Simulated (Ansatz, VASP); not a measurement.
**CsAg3 in VASP and in Ansatz**

```
CELL_PARAMETERS angstrom
4.84702 0.00000 0.00000
0.00000 4.84702 0.00000
0.00000 0.00000 4.84702
ATOMIC_POSITIONS crystal
Cs 0.00000 0.00000 0.00000
Ag 0.00000 0.50000 0.50000
Ag 0.50000 0.00000 0.50000
Ag 0.50000 0.50000 0.00000
```

Alike in both runs: functional PBE; k mesh 10 × 10 × 10; occupations gaussian, width 0.1 eV; no spin polarisation.

Ansatz relaxed the structure, and its values are those at the end. VASP's run is a single point on that final structure, the one shown.

|  | VASP | Ansatz |
| --- | --- | --- |
| version | VASP 6.6.1 | Ansatz 0.2.0 |
| potentials or method | VASP PAW PBE potentials, release 64 (Cs_sv, Ag), cutoff 520 eV | scalar-relativistic, plane waves, PAW |
| valence electrons in the cell | 42 | 66 |

|  | VASP | Ansatz | Ansatz less VASP |
| --- | --- | --- | --- |
| gap on the k mesh at the Fermi level (eV) | none | none | - |
| pressure (GPa) | 0.1 | 0.0 | -0.07 |

A gap of «none» marks a metal or a gap that the smearing closes. With one functional, cell and mesh, what is left measures potentials, basis and numerics. VASP's potentials hold 42 valence electrons a cell and Ansatz's 66, so a difference there can come from the potentials and not from the codes.

Neither program's run includes spin-orbit coupling.
